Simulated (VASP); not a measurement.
# Ni3Ge (Pm-3m) in VASP: notebook

The runs below take Ni3Ge through single point, with r2SCAN.

Everything below comes from runs of VASP 6.6.1. Logs are shortened: lines on timing, memory, paths and dates and some standing lists are left out, and cuts for length are marked.

## 1. The cell of the first run

It takes space group Pm-3m (No. 221, cubic). Conventional cell: a = 3.530 Å, b = 3.530 Å, c = 3.530 Å, α = 90.00°, β = 90.00°, γ = 90.00°. Ni (site symmetry 4/mmm) has 8 Ni at 2.50 Å and 4 Ge at 2.50 Å within 3.3 Å. Within 3.3 Å of Ge (site symmetry m-3m) lie 12 Ni at 2.50 Å.

## 2. Single point, r2SCAN

POSCAR

```
Ni3Ge
1.0
    3.5303341067      0.0000000000      0.0000000000
    0.0000000000      3.5303341067      0.0000000000
    0.0000000000      0.0000000000      3.5303341067
Ni Ge
3 1
Direct
    0.5000000000      0.0000000000      0.5000000000
    0.0000000000      0.5000000000      0.5000000000
    0.5000000000      0.5000000000      0.0000000000
    0.0000000000      0.0000000000      0.0000000000
```

INCAR.step1

```
SYSTEM = Ni3Ge
ALGO = Normal
EDIFF = 1E-4
ENCUT = 520
GGA = PE
ISMEAR = 0
LASPH = .True.
LCHARG = .False.
LREAL = .False.
LWAVE = .True.
NBANDS = 30
NELM = 60
PREC = Accurate
SIGMA = 0.5
```

INCAR.step2

```
SYSTEM = Ni3Ge
ALGO = Normal
EDIFF = 1E-6
ENCUT = 520
ISIF = 2
ISMEAR = 0
ISTART = 1
LASPH = .True.
LCHARG = .False.
LMIXTAU = .True.
LREAL = .False.
LWAVE = .False.
METAGGA = R2SCAN
NBANDS = 30
NELM = 60
PREC = Accurate
SIGMA = 0.5
```

KPOINTS

```
k-points
0
Gamma
  12 12 12
  0 0 0
```

Potentials or basis: VASP PAW PBE potentials, release 64 (Ni, Ge_d).

Run with:

```
cat potpaw_PBE.64/Ni/POTCAR potpaw_PBE.64/Ge_d/POTCAR > POTCAR
cp INCAR.step1 INCAR
mpirun -np 1 vasp_std > vasp.out
cp INCAR.step2 INCAR
mpirun -np 1 vasp_std > vasp.out
```

OUTCAR:

```text
SYSTEM = Ni3Ge
   EDIFF = 1E-6
   ENCUT = 520
   ISIF = 2
   ISMEAR = 0
   ISTART = 1
   LASPH = .True.
   LREAL = .False.
   METAGGA = R2SCAN
   NELM = 60
   PREC = Accurate

 ion  position               nearest neighbor table
   1  0.500  0.000  0.500-   2 2.50   3 2.50   4 2.50   3 2.50   4 2.50   2 2.50   3 2.50   3 2.50
                             2 2.50   4 2.50   4 2.50   2 2.50
   2  0.000  0.500  0.500-   1 2.50   3 2.50   4 2.50   3 2.50   4 2.50   1 2.50   4 2.50   4 2.50
                             1 2.50   3 2.50   3 2.50   1 2.50
   3  0.500  0.500  0.000-   1 2.50   2 2.50   4 2.50   1 2.50   2 2.50   1 2.50   4 2.50   1 2.50
                             2 2.50   4 2.50   2 2.50   4 2.50
   4  0.000  0.000  0.000-   1 2.50   2 2.50   3 2.50   1 2.50   2 2.50   2 2.50   3 2.50   2 2.50
                             1 2.50   3 2.50   1 2.50   3 2.50

  LATTYP: Found a simple cubic cell.
 ALAT       =     3.5303341067

  Lattice vectors:

 A1 = (   3.5303341067,   0.0000000000,   0.0000000000)
 A2 = (   0.0000000000,   3.5303341067,   0.0000000000)
 A3 = (   0.0000000000,   0.0000000000,   3.5303341067)

Analysis of symmetry for initial positions (statically):
=====================================================================
 Subroutine PRICEL returns:
 Original cell was already a primitive cell.

 Routine SETGRP: Setting up the symmetry group for a
 simple cubic supercell.

 Subroutine GETGRP returns: Found 48 space group operations
 (whereof 48 operations were pure point group operations)
 out of a pool of 48 trial point group operations.

The static configuration has the point symmetry O_h .

Analysis of symmetry for dynamics (positions and initial velocities):
=====================================================================
 Subroutine PRICEL returns:
 Original cell was already a primitive cell.

 Routine SETGRP: Setting up the symmetry group for a
 simple cubic supercell.

 Subroutine GETGRP returns: Found 48 space group operations
 (whereof 48 operations were pure point group operations)
 out of a pool of 48 trial point group operations.

The dynamic configuration has the point symmetry O_h .

 Subroutine INISYM returns: Found 48 space group operations
 (whereof 48 operations are pure point group operations),
 and found     1 'primitive' translations

----------------------------------------------------------------------------------------

                                     Primitive cell

  volume of cell :      43.9995

  direct lattice vectors                    reciprocal lattice vectors
     3.530334107  0.000000000  0.000000000     0.283259309  0.000000000  0.000000000
     0.000000000  3.530334107  0.000000000     0.000000000  0.283259309  0.000000000
     0.000000000  0.000000000  3.530334107     0.000000000  0.000000000  0.283259309

  length of vectors
     3.530334107  3.530334107  3.530334107     0.283259309  0.283259309  0.283259309

  position of ions in fractional coordinates (direct lattice)
     0.500000000  0.000000000  0.500000000
     0.000000000  0.500000000  0.500000000
     0.500000000  0.500000000  0.000000000
     0.000000000  0.000000000  0.000000000

  ion indices of the primitive-cell ions
   primitive index   ion index
                 1           1
                 2           2
                 3           3
                 4           4

----------------------------------------------------------------------------------------

 KPOINTS: k-points

Automatic generation of k-mesh.
 Grid dimensions read from file:
 generate k-points for:   12   12   12

 Generating k-lattice:

  Cartesian coordinates                     Fractional coordinates (reciprocal lattice)
     0.023604942  0.000000000  0.000000000     0.083333333  0.000000000  0.000000000
     0.000000000  0.023604942  0.000000000     0.000000000  0.083333333  0.000000000
     0.000000000  0.000000000  0.023604942     0.000000000  0.000000000  0.083333333

  Length of vectors
     0.023604942  0.023604942  0.023604942

  Shift w.r.t. Gamma in fractional coordinates (k-lattice)
     0.000000000  0.000000000  0.000000000

 Subroutine IBZKPT returns following result:
 ===========================================

 Found     84 irreducible k-points:

 Following reciprocal coordinates:
            Coordinates               Weight
  0.000000  0.000000  0.000000      1.000000
  0.083333  0.000000  0.000000      6.000000
  0.166667  0.000000  0.000000      6.000000
  0.250000  0.000000  0.000000      6.000000
  0.333333  0.000000  0.000000      6.000000
  0.416667  0.000000  0.000000      6.000000
[... 16 lines left out ...]
  0.333333  0.333333  0.000000     12.000000
  0.416667  0.333333  0.000000     24.000000
 [... further k-points ...]
   k-points           NKPTS =     84   k-points in BZ     NKDIM =     84   number of bands    NBANDS=     30
   number of dos      NEDOS =    301   number of ions     NIONS =      4
   total plane-waves  NPLWV =  21952
   dimension x,y,z NGX =    28 NGY =   28 NGZ =   28
   dimension x,y,z NGXF=    56 NGYF=   56 NGZF=   56
   ions per type =               3   1
   NGX,Y,Z   is equivalent  to a cutoff of  13.19, 13.19, 13.19 a.u.
   NGXF,Y,Z  is equivalent  to a cutoff of  26.37, 26.37, 26.37 a.u.
 SYSTEM =  Ni3Ge
   PREC   = accura    normal or accurate (medium, high low for compatibility)
   ISTART =      1    job   : 0-new  1-cont  2-samecut
   ICHARG =      0    charge: 1-file 2-atom 10-const
   ISPIN  =      1    spin polarized calculation?
   LNONCOLLINEAR =      F non collinear calculations
   LSORBIT =      F    spin-orbit coupling
   LASPH  =      T    aspherical Exc in radial PAW
   ENCUT  =  520.0 eV  38.22 Ry    6.18 a.u.   6.56  6.56  6.56*2*pi/ulx,y,z
   NELM   =     60;   NELMIN=  2; NELMDL=  0     # of ELM steps
   EDIFF  = 0.1E-05   stopping-criterion for ELM
   LREAL  =      F    real-space projection
   EDIFFG = 0.1E-04   stopping-criterion for IOM
   NSW    =      0    number of steps for IOM
   IBRION =     -1    ionic relax: 0-MD 1-quasi-New 2-CG
   NFREE  =      0    steps in history (QN), initial steepest desc. (CG)
   ISIF   =      2    stress and relaxation
   ISYM   =      2    0-nonsym 1-usesym 2-fastsym
   POTIM  = 0.5000    time-step for ionic-motion
   TEBEG  =    0.0;   TEEND  =   0.0 temperature during run
   PSTRESS=    0.0 pullay stress
   NELECT =      44.0000    total number of electrons
   NUPDOWN=      -1.0000    fix difference up-down
   EMIN   =  10.00;   EMAX   =-10.00  energy-range for DOS
   EFERMI =   0.00;   METHOD = LEGACY
   ISMEAR =     0;   SIGMA  =   0.50  broadening in eV -4-tet -1-fermi 0-gaus
   EFERMI_NEDOS =   21; number of points for ismear=-14 and -15
   IALGO  =     38    algorithm
   IMIX   =      4    mixing-type and parameters
     AMIX     =   0.40;   BMIX     =  1.00
     AMIX_MAG =   1.60;   BMIX_MAG =  1.00
  volume/ion in A,a.u.               =      11.00        74.23
  Fermi-wavevector in a.u.,A,eV,Ry     =   1.637105  3.093680 36.465156  2.680113
  Thomas-Fermi vector in A             =   2.728300
   LORBIT       =      0    0 simple, 1 ext, 2 COOP (PROOUT), +10 PAW based schemes
   METAGGA = R2SCAN    functional components
   LHFCALC =     F    Hartree Fock is set to
   AEXX    =    0.0000 exact exchange contribution
   IVDW    =     0    specifies the selected vdW correction
   LEPSILON=     F    determine dielectric tensor
   LRPA    =     F    only Hartree local field effects (RPA)
 non-spin polarized calculation
 Gauss-broadening in eV      SIGMA  =   0.50
  energy-cutoff  :      520.00
  volume of cell :       44.00
 maximum number of plane-waves:      1213
 NGX is ok and might be reduce to    28
   NGX = 13   NGY = 13   NGZ = 13

 number of electron      43.9999971 magnetization

 Free energy of the ion-electron system (eV)
  ---------------------------------------------------
  ext. energy  EPLUGINS =         0.00000000
  ---------------------------------------------------
  free energy    TOTEN  =       -50.87721234 eV

  energy without entropy =      -50.58488916  energy(sigma->0) =      -50.73105075

 E-fermi :  10.2884     XC(G=0): -14.7545

 val. band max:       10.2838947042   @ k =   0.4167   0.4167   0.3333
 cond. band min:      10.3452725075   @ k =   0.0833   0.0000   0.0000
 fundamental gap:      0.0613778033
 Fermi energy:        10.2884406521

 k-point     1 :       0.0000    0.0000    0.0000
  band No.  band energies     occupation
      1     -15.2158      2.00000
      2     -15.2158      2.00000
      3     -15.2011      2.00000
      4     -15.2011      2.00000
      5     -15.2011      2.00000
      6      -2.8831      2.00000
[... 22 lines left out ...]
     29      21.3302      0.00000
     30      21.3302      0.00000

 k-point     2 :       0.0833    0.0000    0.0000
  band No.  band energies     occupation
      1     -15.2154      2.00000
      2     -15.2139      2.00000
      3     -15.2011      2.00000
      4     -15.2011      2.00000
      5     -15.2010      2.00000
      6      -2.8007      2.00000
[... 22 lines left out ...]
     29      21.1226      0.00000
     30      21.1226      0.00000

 k-point     3 :       0.1667    0.0000    0.0000
  band No.  band energies     occupation
      1     -15.2146      2.00000
      2     -15.2087      2.00000
      3     -15.2012      2.00000
      4     -15.2012      2.00000
      5     -15.2007      2.00000
      6      -2.5576      2.00000
[... 22 lines left out ...]
     29      20.3555      0.00000
     30      20.5125      0.00000

 k-point     4 :       0.2500    0.0000    0.0000
  band No.  band energies     occupation
      1     -15.2134      2.00000
      2     -15.2016      2.00000
      3     -15.2014      2.00000
      4     -15.2014      2.00000
      5     -15.2004      2.00000
      6      -2.1683      2.00000
[... 616 lines left out ...]
     29      21.2239      0.00000
     30      21.8559      0.00000

 k-point    23 :       0.3333    0.3333    0.0000
  band No.  band energies     occupation
      1     -15.2093      2.00000
      2     -15.2019      2.00000
      3     -15.2011      2.00000
      4     -15.2008      2.00000
      5     -15.1825      2.00000
      6      -0.6053      2.00000
[... 22 lines left out ...]
     29      20.7839      0.00000
     30      21.3489      0.00000

 k-point    24 :       0.4167    0.3333    0.0000
  band No.  band energies     occupation
      1     -15.2110      2.00000
      2     -15.2012      2.00000
      3     -15.2009      2.00000
      4     -15.2008      2.00000
      5     -15.1783      2.00000
      6      -0.1902      2.00000
[... 22 lines left out ...]
     29      20.5376      0.00000
     30      21.7052      0.00000

 [... further k-points ...]
[... 5 lines left out ...]
  --------------------------------------------------------------------------------------
  -------------------------------------------------------------------------------------
  Total        0.3995268      0.3995268      0.3995268      0.0000000      0.0000000     -0.0000000
  in kB       14.5481950     14.5481950     14.5481950      0.0000000      0.0000000     -0.0000000
  external PRESSURE =      14.5481950 kB  Pullay stress =       0.0000000 kB

 VOLUME and BASIS-vectors are now :
 -----------------------------------------------------------------------------
  energy-cutoff  :      520.00
  volume of cell :       44.00
      direct lattice vectors                 reciprocal lattice vectors
     3.530334107  0.000000000  0.000000000     0.283259309  0.000000000  0.000000000
     0.000000000  3.530334107  0.000000000     0.000000000  0.283259309  0.000000000
     0.000000000  0.000000000  3.530334107     0.000000000  0.000000000  0.283259309

 POSITION                                       TOTAL-FORCE (eV/Angst)
 -----------------------------------------------------------------------------------
      1.76517      0.00000      1.76517         0.000000      0.000000      0.000000
      0.00000      1.76517      1.76517         0.000000      0.000000      0.000000
      1.76517      1.76517      0.00000         0.000000      0.000000      0.000000
      0.00000      0.00000      0.00000         0.000000      0.000000      0.000000
 -----------------------------------------------------------------------------------
    total drift:                                0.000000      0.000000      0.000000

  FREE ENERGIE OF THE ION-ELECTRON SYSTEM (eV)
  ---------------------------------------------------
  free  energy   TOTEN  =       -50.8772123439 eV

  energy  without entropy=      -50.5848891641  energy(sigma->0) =      -50.73105075
```

Run time: 2.5 min. Hardware: 1 thread of Intel Xeon 6975P-C (Granite Rapids), shared host; peak memory 0.23 GiB.

Results:

```
Free energy            : -50.8772 eV
Pressure               : 1.5 GPa
Band gap on the k mesh : zero (band 22 reaches 10.19 eV, above the bottom of band 23 at 9.93 eV)
```

Levels at points of the mesh, in eV from the Fermi level:
| k point | band 18 | band 19 | band 20 | band 21 | band 22 | band 23 | band 24 | band 25 | band 26 | band 27 |
| --- | --- | --- | --- | --- | --- | --- | --- | --- | --- | --- |
| (0.00, 0.00, 0.00) | -1.14 | -0.84 | -0.84 | -0.49 | -0.10 | -0.10 | -0.10 | 4.18 | 7.05 | 7.05 |
| (0.50, 0.00, 0.00) | -1.45 | -1.45 | -1.35 | -0.79 | -0.10 | 3.64 | 3.64 | 5.08 | 5.91 | 5.91 |
| (0.50, 0.50, 0.00) | -1.65 | -1.43 | -1.28 | -1.10 | -1.07 | 0.49 | 0.49 | 5.80 | 6.83 | 8.91 |
| (0.50, 0.50, 0.50) | -1.60 | -1.35 | -1.35 | -0.68 | -0.36 | -0.36 | -0.36 | 0.66 | 4.32 | 4.32 |

Caveat: the PAW data sets were made with another functional, which shifts forces and pressure a little.

## 3. Single point, r2SCAN

POSCAR is that of step 2.

INCAR.step1

```
SYSTEM = Ni3Ge
  PREC = Accurate
  ENCUT = 520
  ISMEAR = -1
  SIGMA = 0.05
  LREAL = .FALSE.
  LASPH = .TRUE.
  NELM = 60
  NBANDS = 30
  GGA = PE
  ALGO = Normal
  EDIFF = 1E-4
  LWAVE = .TRUE.
  LCHARG = .FALSE.
```

INCAR.step2

```
SYSTEM = Ni3Ge
  PREC = Accurate
  ENCUT = 520
  EDIFF = 1E-6
  ISMEAR = -1
  SIGMA = 0.05
  LREAL = .FALSE.
  LASPH = .TRUE.
  NELM = 60
  ALGO = Normal
  ISIF = 2
  LWAVE = .FALSE.
  LCHARG = .FALSE.
  METAGGA = R2SCAN
  LMIXTAU = .TRUE.
  NBANDS = 30
  ISTART = 1
```

KPOINTS

```
regular mesh
0
G
  12 12 12
  0 0 0
```

Potentials or basis: VASP PAW PBE potentials, release 64 (Ni, Ge_d).

Run with:

```
cat potpaw_PBE.64/Ni/POTCAR potpaw_PBE.64/Ge_d/POTCAR > POTCAR
cp INCAR.step1 INCAR
mpirun -np 1 vasp_std > vasp.out
cp INCAR.step2 INCAR
mpirun -np 1 vasp_std > vasp.out
```

Wall time 2.6 min (1 thread of Intel Xeon 6975P-C (Granite Rapids), shared host); peak memory 0.23 GiB.

It converged, with:

- Free energy: -50.7550 eV
- Pressure: 0.8 GPa
- Band gap on the k mesh: zero (band 22 reaches 10.22 eV, above the bottom of band 23 at 9.96 eV)

Levels at points of the mesh, in eV from the Fermi level:
```
           k point  band 18  band 19  band 20  band 21  band 22  band 23  band 24  band 25  band 26  band 27
(0.00, 0.00, 0.00)    -1.05    -0.71    -0.71    -0.37     0.03     0.03     0.03     4.29     7.16     7.16
(0.50, 0.00, 0.00)    -1.33    -1.33    -1.23    -0.65     0.03     3.74     3.74     5.17     6.02     6.02
(0.50, 0.50, 0.00)    -1.52    -1.30    -1.17    -0.99    -0.94     0.62     0.62     5.90     6.92     9.01
(0.50, 0.50, 0.50)    -1.47    -1.23    -1.23    -0.56    -0.23    -0.23    -0.23     0.77     4.44     4.44
```

Caveat: the PAW data sets were made with another functional, which shifts forces and pressure a little. Spin polarisation is off, so any magnetic state and its effect on volume and gap are missing.

## 4. Single point, r2SCAN

POSCAR is that of step 3.

INCAR.step1

```
SYSTEM = Ni3Ge
PREC     = Accurate       ! precision mode
ENCUT    = 520            ! plane-wave cutoff, eV
ISMEAR   = -1             ! smearing method
SIGMA    = 0.2            ! smearing width, eV
LREAL    = .FALSE.        ! projectors in reciprocal space
LASPH    = .TRUE.         ! aspherical terms in the spheres
NELM     = 100            ! most SCF steps
NBANDS   = 30             ! bands
GGA      = PE             ! functional
ALGO     = Normal         ! electronic algorithm
EDIFF    = 1E-4           ! SCF threshold, eV
LWAVE    = .TRUE.         ! write WAVECAR
LCHARG   = .FALSE.        ! write CHGCAR
```

INCAR.step2

```
SYSTEM = Ni3Ge
PREC     = Accurate       ! precision mode
ENCUT    = 520            ! plane-wave cutoff, eV
EDIFF    = 1E-6           ! SCF threshold, eV
ISMEAR   = -1             ! smearing method
SIGMA    = 0.2            ! smearing width, eV
LREAL    = .FALSE.        ! projectors in reciprocal space
LASPH    = .TRUE.         ! aspherical terms in the spheres
NELM     = 100            ! most SCF steps
ALGO     = Normal         ! electronic algorithm
ISIF     = 2              ! what is computed and relaxed
LWAVE    = .FALSE.        ! write WAVECAR
LCHARG   = .FALSE.        ! write CHGCAR
METAGGA  = R2SCAN         ! meta-GGA
LMIXTAU  = .TRUE.       
NBANDS   = 30             ! bands
ISTART   = 1
```

KPOINTS is that of step 3.

Run with:

```
cat potpaw_PBE.64/Ni/POTCAR potpaw_PBE.64/Ge_d/POTCAR > POTCAR
cp INCAR.step1 INCAR
mpirun -np 1 vasp_std > vasp.out
cp INCAR.step2 INCAR
mpirun -np 1 vasp_std > vasp.out
```

Run time: 2.8 min. Hardware: 1 thread of Intel Xeon 6975P-C (Granite Rapids), shared host; peak memory 0.23 GiB.

The run converged. Its results:

* Free energy: -50.8929 eV
* Pressure: 1.6 GPa
* Band gap on the k mesh: zero (band 22 reaches 10.19 eV, above the bottom of band 23 at 9.93 eV)

Levels at points of the mesh, in eV from the Fermi level:
```tsv
k point	band 20	band 21	band 22	band 23	band 24	band 25
(0.00, 0.00, 0.00)	-0.84	-0.49	-0.10	-0.10	-0.10	4.18
(0.50, 0.00, 0.00)	-1.35	-0.79	-0.10	3.63	3.63	5.07
(0.50, 0.50, 0.00)	-1.29	-1.11	-1.07	0.49	0.49	5.80
(0.50, 0.50, 0.50)	-1.35	-0.69	-0.36	-0.36	-0.36	0.66
```

Caveat: the PAW data sets were made with another functional, which shifts forces and pressure a little.

## 5. Overview

| smearing | gap on the mesh (eV) | pressure (GPa) |
| --- | --- | --- |
| gaussian 0.5 eV | none | 1.5 |
| fermi-dirac 0.05 eV | none | 0.8 |
| fermi-dirac 0.2 eV | none | 1.6 |

Alike in all rows: task single point; level r2SCAN; potentials or basis VASP PAW PBE potentials, release 64 (Ni, Ge_d); no spin polarisation; cell as given; k mesh 12 × 12 × 12; cutoff (eV) 520.

Every run on the cell as given and a fine mesh finds a metal.

Caveats: the PAW data sets were made with another functional, which shifts forces and pressure a little.

Total energies depend on the potentials used, so only differences within one code and one set of settings carry meaning.
